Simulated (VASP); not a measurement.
# CoO (F-43m) in VASP: further runs

CoO is run at these levels: PBE; tasks: single point.

Everything below comes from runs of VASP 6.6.1. Logs are shortened: lines on timing, memory, paths and dates and some standing lists are left out, and cuts for length are marked.

### 1 The cell of the first run

It takes space group F-43m (No. 216, cubic). Conventional cell: a = 4.687 Å, b = 4.687 Å, c = 4.687 Å, α = 90.00°, β = 90.00°, γ = 90.00°. Within 2.7 Å of Co (site symmetry -43m) lie 4 O at 2.03 Å. O (site symmetry -43m) has 4 Co at 2.03 Å within 2.7 Å.

### 2 Single point, PBE, collinear spin, ferromagnetic start

File INCAR:

```
SYSTEM = CoO
  PREC = Accurate
  ENCUT = 1340
  EDIFF = 1E-6
  ISMEAR = 0
  SIGMA = 0.019000000000000003
  LREAL = .False.
  LASPH = .True.
  NELM = 200
  ALGO = Normal
  ISIF = 2
  LWAVE = .False.
  LCHARG = .False.
  ISPIN = 2
  MAGMOM = 2 0
  LORBIT = 11
  LMAXMIX = 4
  GGA = PE
  NBANDS = 22
  GGA_COMPAT = .False.
```

File KPOINTS:

```
regular mesh
0
Gamma
  10 10 10
  0 0 0
```

File POSCAR:

```
CoO
1.0
    0.0000000000      2.3436418400      2.3436418400
    2.3436418400      0.0000000000      2.3436418400
    2.3436418400      2.3436418400      0.0000000000
Co O
1 1
Direct
    0.0000000000      0.0000000000      0.0000000000
    0.2500000000      0.2500000000      0.2500000000
```

Potentials or basis: VASP PAW PBE potentials, release 64 (Co_sv, O_h).

The run is started by

```console
$ cat potpaw_PBE.64/Co_sv/POTCAR potpaw_PBE.64/O_h/POTCAR > POTCAR
$ mpirun -np 1 vasp_std > vasp.out
```

OUTCAR:

```text
SYSTEM = CoO
   PREC = Accurate
   ENCUT = 1340
   EDIFF = 1E-6
   ISMEAR = 0
   LREAL = .False.
   LASPH = .True.
   NELM = 200
   ISIF = 2
   ISPIN = 2
   LORBIT = 11
   GGA = PE

 ion  position               nearest neighbor table
   1  0.000  0.000  0.000-   2 2.03   2 2.03   2 2.03   2 2.03
   2  0.250  0.250  0.250-   1 2.03   1 2.03   1 2.03   1 2.03

  LATTYP: Found a face centered cubic cell.
 ALAT       =     4.6872836800

  Lattice vectors:

 A1 = (   0.0000000000,   2.3436418400,   2.3436418400)
 A2 = (   2.3436418400,   0.0000000000,   2.3436418400)
 A3 = (   2.3436418400,   2.3436418400,   0.0000000000)

Analysis of symmetry for initial positions (statically):
=====================================================================
 Subroutine PRICEL returns:
 Original cell was already a primitive cell.

 Routine SETGRP: Setting up the symmetry group for a
 face centered cubic supercell.

 Subroutine GETGRP returns: Found 24 space group operations
 (whereof 24 operations were pure point group operations)
 out of a pool of 48 trial point group operations.

The static configuration has the point symmetry T_d .

Analysis of symmetry for dynamics (positions and initial velocities):
=====================================================================
 Subroutine PRICEL returns:
 Original cell was already a primitive cell.

 Routine SETGRP: Setting up the symmetry group for a
 face centered cubic supercell.

 Subroutine GETGRP returns: Found 24 space group operations
 (whereof 24 operations were pure point group operations)
 out of a pool of 48 trial point group operations.

The dynamic configuration has the point symmetry T_d .

Analysis of structural, dynamic, and magnetic symmetry:
=====================================================================
 Subroutine PRICEL returns:
 Original cell was already a primitive cell.

 Routine SETGRP: Setting up the symmetry group for a
 face centered cubic supercell.

 Subroutine GETGRP returns: Found 24 space group operations
 (whereof 24 operations were pure point group operations)
 out of a pool of 48 trial point group operations.

The overall configuration has the point symmetry T_d .

 Subroutine INISYM returns: Found 24 space group operations
 (whereof 24 operations are pure point group operations),
 and found     1 'primitive' translations

----------------------------------------------------------------------------------------

                                     Primitive cell

  volume of cell :      25.7456

  direct lattice vectors                    reciprocal lattice vectors
[... 104 lines left out ...]
   IALGO  =     38    algorithm
   IMIX   =      4    mixing-type and parameters
     AMIX     =   0.40;   BMIX     =  1.00
     AMIX_MAG =   1.60;   BMIX_MAG =  1.00
  volume/ion in A,a.u.               =      12.87        86.87
  Fermi-wavevector in a.u.,A,eV,Ry     =   1.576702  2.979534 33.823923  2.485988
  Thomas-Fermi vector in A             =   2.677495
   LORBIT       =     11    0 simple, 1 ext, 2 COOP (PROOUT), +10 PAW based schemes
   GGA     = PE    functional components
   LHFCALC =     F    Hartree Fock is set to
   AEXX    =    0.0000 exact exchange contribution
   IVDW    =     0    specifies the selected vdW correction
   LEPSILON=     F    determine dielectric tensor
   LRPA    =     F    only Hartree local field effects (RPA)
 spin polarized calculation
 Gauss-broadening in eV      SIGMA  =   0.02
  energy-cutoff  :     1340.00
  volume of cell :       25.75
 maximum number of plane-waves:      2884
   NGX = 19   NGY = 19   NGZ = 19

 number of electron      22.9999997 magnetization       2.9884016

 Free energy of the ion-electron system (eV)
  ---------------------------------------------------
  ext. energy  EPLUGINS =         0.00000000
  ---------------------------------------------------
  free energy    TOTEN  =       -13.33998391 eV

  energy without entropy =      -13.33984166  energy(sigma->0) =      -13.33991279

 E-fermi :   5.6866     XC(G=0): -10.7847

 val. band max:        5.6795232162   @ k =   0.0000   0.0000   0.0000
 cond. band min:       5.6883034202   @ k =  -0.3000   0.5000   0.2000
 fundamental gap:      0.0087802040
 Fermi energy:         5.6866070175

 spin component 1

 k-point     1 :       0.0000    0.0000    0.0000
  band No.  band energies     occupation
      1     -90.8566      1.00000
      2     -54.1175      1.00000
      3     -54.1175      1.00000
      4     -54.1175      1.00000
      5     -13.4100      1.00000
      6       0.2414      1.00000
[... 589 lines left out ...]
     21      30.7078      0.00000
     22      32.3922      0.00000

 [... further k-points ...]

 spin component 2

 k-point     1 :       0.0000    0.0000    0.0000
  band No.  band energies     occupation
      1     -87.8265      1.00000
      2     -51.1592      1.00000
      3     -51.1591      1.00000
      4     -51.1590      1.00000
      5     -12.8450      1.00000
      6       1.5818      1.00000
[... 589 lines left out ...]
     21      31.2248      0.00000
     22      32.9019      0.00000

 [... further k-points ...]
[... 5 lines left out ...]
  --------------------------------------------------------------------------------------
  -------------------------------------------------------------------------------------
  Total       -2.0029057     -2.0029057     -2.0029057      0.0000000      0.0000000      0.0000000
  in kB     -124.6428494   -124.6428494   -124.6428494      0.0000000      0.0000000      0.0000000
  external PRESSURE =    -124.6428494 kB  Pullay stress =       0.0000000 kB

 VOLUME and BASIS-vectors are now :
 -----------------------------------------------------------------------------
  energy-cutoff  :     1340.00
  volume of cell :       25.75
      direct lattice vectors                 reciprocal lattice vectors
     0.000000000  2.343641840  2.343641840    -0.213343179  0.213343179  0.213343179
     2.343641840  0.000000000  2.343641840     0.213343179 -0.213343179  0.213343179
     2.343641840  2.343641840  0.000000000     0.213343179  0.213343179 -0.213343179

 POSITION                                       TOTAL-FORCE (eV/Angst)
 -----------------------------------------------------------------------------------
      0.00000      0.00000      0.00000         0.000000      0.000000      0.000000
      1.17182      1.17182      1.17182        -0.000000     -0.000000     -0.000000
 -----------------------------------------------------------------------------------
    total drift:                               -0.000000     -0.000000     -0.000000

  FREE ENERGIE OF THE ION-ELECTRON SYSTEM (eV)
  ---------------------------------------------------
  free  energy   TOTEN  =       -13.3399839080 eV

  energy  without entropy=      -13.3398416635  energy(sigma->0) =      -13.33991279

 total charge

# of ion       s       p       d       tot
------------------------------------------
    1        2.151   6.067   6.657  14.874
    2        1.036   2.285   0.000   3.321
--------------------------------------------------
tot          3.187   8.351   6.657  18.195

 magnetization (x)

# of ion       s       p       d       tot
------------------------------------------
    1        0.013   0.019   2.457   2.490
    2        0.020   0.226   0.000   0.246
--------------------------------------------------
tot          0.033   0.246   2.457   2.735
```

It took 5.8 min on 1 thread of AMD EPYC 7R43 (Zen 3), shared host; peak memory 0.35 GiB.

Results:

| Property | Result |
| --- | --- |
| Free energy | -13.3400 eV |
| Pressure | -12.5 GPa |
| Band gap on the k mesh | zero (filled and empty bands overlap) |
| Net moment | 2.99 μB per cell |
| Site moments | Co +2.49; O +0.25 μB |
| Valence electrons inside the program's atomic spheres | Co 14.87; O 3.32 |

Levels at points of the mesh, in eV from the Fermi level:
Spin up:
| k point | band 10 | band 11 | band 12 | band 13 | band 14 | band 15 | band 16 | band 17 |
| --- | --- | --- | --- | --- | --- | --- | --- | --- |
| (0.00, 0.00, 0.00) | -2.10 | -0.01 | 0.04 | 0.04 | 0.04 | 13.31 | 13.31 | 13.31 |
| (0.50, 0.00, 0.00) | -2.10 | -2.10 | -0.66 | -0.66 | 5.20 | 6.55 | 12.82 | 12.82 |
| (0.50, 0.50, 0.00) | -1.85 | -1.81 | -1.81 | -1.51 | 4.89 | 8.86 | 10.62 | 13.23 |
Spin down:
```tsv
k point	band 7	band 8	band 9	band 10	band 11	band 12	band 13	band 14
(0.00, 0.00, 0.00)	-4.10	-4.10	-0.35	-0.35	0.57	2.54	2.54	2.54
(0.50, 0.00, 0.00)	-3.95	-3.95	-0.14	-0.14	0.51	1.78	1.78	5.74
(0.50, 0.50, 0.00)	-3.76	-3.76	-0.30	-0.04	0.10	1.14	1.14	5.90
```

Caveat: the cell stands under tension; a cell with one magnetic atom can't hold antiferromagnetic order, which such compounds often take; semilocal functionals often make such compounds metallic where correlation or magnetic order opens a gap, which also shifts bond lengths. With open d or f shells a metallic result of PBE can be an artefact of self-interaction; +U or a hybrid may open a gap.

### 3 Single point, PBE, collinear spin, ferromagnetic start

File INCAR:

```
ALGO = Normal ; EDIFF = 1E-6
ENCUT = 1340 ; GGA = PE
GGA_COMPAT = False ; ISIF = 2
ISMEAR = 0 ; ISPIN = 2
LASPH = True ; LCHARG = False
LMAXMIX = 4 ; LORBIT = 11
LREAL = False ; LWAVE = False
MAGMOM = 2 0 ; NBANDS = 22
NELM = 200 ; PREC = Accurate
SIGMA = 0.02
```

File KPOINTS:

```
k-points
0
Gamma
  10 10 10
```

POSCAR is that of step 2.

Potentials or basis: VASP PAW PBE potentials, release 64 (Co_sv, O_h).

The run is started by

```console
$ cat potpaw_PBE.64/Co_sv/POTCAR potpaw_PBE.64/O_h/POTCAR > POTCAR
$ mpirun -np 1 vasp_std > vasp.out
```

OUTCAR:

```text
EDIFF = 1E-6
   ENCUT = 1340
   GGA = PE
   ISIF = 2
   ISMEAR = 0
   ISPIN = 2
   LASPH = True
   LORBIT = 11
   LREAL = False
   NELM = 200
   PREC = Accurate

 ion  position               nearest neighbor table
   1  0.000  0.000  0.000-   2 2.03   2 2.03   2 2.03   2 2.03
   2  0.250  0.250  0.250-   1 2.03   1 2.03   1 2.03   1 2.03

  LATTYP: Found a face centered cubic cell.
 ALAT       =     4.6872836800

  Lattice vectors:

 A1 = (   0.0000000000,   2.3436418400,   2.3436418400)
 A2 = (   2.3436418400,   0.0000000000,   2.3436418400)
 A3 = (   2.3436418400,   2.3436418400,   0.0000000000)
[... 1413 lines left out ...]

 VOLUME and BASIS-vectors are now :
 -----------------------------------------------------------------------------
  energy-cutoff  :     1340.00
  volume of cell :       25.75
      direct lattice vectors                 reciprocal lattice vectors
     0.000000000  2.343641840  2.343641840    -0.213343179  0.213343179  0.213343179
     2.343641840  0.000000000  2.343641840     0.213343179 -0.213343179  0.213343179
     2.343641840  2.343641840  0.000000000     0.213343179  0.213343179 -0.213343179

 POSITION                                       TOTAL-FORCE (eV/Angst)
 -----------------------------------------------------------------------------------
      0.00000      0.00000      0.00000        -0.000000     -0.000000     -0.000000
      1.17182      1.17182      1.17182         0.000000      0.000000      0.000000
 -----------------------------------------------------------------------------------
    total drift:                               -0.000000     -0.000000     -0.000000

  FREE ENERGIE OF THE ION-ELECTRON SYSTEM (eV)
  ---------------------------------------------------
  free  energy   TOTEN  =       -13.3399914947 eV

  energy  without entropy=      -13.3398356108  energy(sigma->0) =      -13.33991355

 total charge

# of ion       s       p       d       tot
------------------------------------------
    1        2.151   6.067   6.657  14.874
    2        1.036   2.285   0.000   3.321
--------------------------------------------------
tot          3.187   8.351   6.657  18.195

 magnetization (x)

# of ion       s       p       d       tot
------------------------------------------
    1        0.013   0.019   2.457   2.489
    2        0.020   0.226   0.000   0.246
--------------------------------------------------
tot          0.033   0.245   2.457   2.735
```

OSZICAR:

```text
N       E                     dE             d eps       ncg     rms          rms(c)
DAV:   1     0.390092612661E+03    0.39009E+03   -0.20015E+04  4862   0.369E+03
DAV:   2     0.160324469183E+02   -0.37406E+03   -0.35192E+03  6224   0.903E+02
DAV:   3    -0.157375338000E+02   -0.31770E+02   -0.30546E+02  5958   0.197E+02
DAV:   4    -0.162817840810E+02   -0.54425E+00   -0.54240E+00  5272   0.244E+01
DAV:   5    -0.162966838918E+02   -0.14900E-01   -0.14898E-01  5248   0.449E+00    0.190E+01
DAV:   6    -0.164578238984E+02   -0.16114E+00   -0.37589E+01  6886   0.107E+02    0.394E+01
DAV:   7    -0.132832513475E+02    0.31746E+01   -0.15524E+01  5346   0.805E+01    0.818E+00
DAV:   8    -0.133580425742E+02   -0.74791E-01   -0.10798E+00  5738   0.916E+00    0.433E+00
DAV:   9    -0.133449093123E+02    0.13133E-01   -0.26098E-01  7386   0.544E+00    0.232E+00
DAV:  10    -0.133356759324E+02    0.92334E-02   -0.85998E-02  6326   0.324E+00    0.109E+00
DAV:  11    -0.133396660889E+02   -0.39902E-02   -0.11285E-02  5384   0.117E+00    0.424E-01
DAV:  12    -0.133399097670E+02   -0.24368E-03   -0.12987E-03  5430   0.481E-01    0.962E-02
DAV:  13    -0.133399566661E+02   -0.46899E-04   -0.23400E-04  5124   0.151E-01    0.589E-02
DAV:  14    -0.133399802263E+02   -0.23560E-04   -0.30328E-05  5616   0.703E-02    0.280E-02
DAV:  15    -0.133399907984E+02   -0.10572E-04   -0.35609E-05  5372   0.592E-02    0.845E-03
DAV:  16    -0.133399914947E+02   -0.69625E-06   -0.24690E-06  4824   0.195E-02
   1 F= -.13339991E+02 E0= -.13339914E+02  d E =-.155884E-03  mag=     2.9883
```

It took 91 s on 1 thread of Intel Xeon 6975P-C (Granite Rapids), shared host; peak memory 0.38 GiB.

What came out:

```yaml
Free_energy: -13.3400 eV
Pressure: -12.5 GPa
Band_gap_on_the_k_mesh: zero (filled and empty bands overlap)
Net_moment: 2.99 μB per cell
Site_moments: Co +2.49; O +0.25 μB
Valence_electrons_inside_the_program's_atomic_spheres: Co 14.87; O 3.32
```

Caveat: the cell stands under tension; a cell with one magnetic atom can't hold antiferromagnetic order, which such compounds often take; semilocal functionals often make such compounds metallic where correlation or magnetic order opens a gap, which also shifts bond lengths.
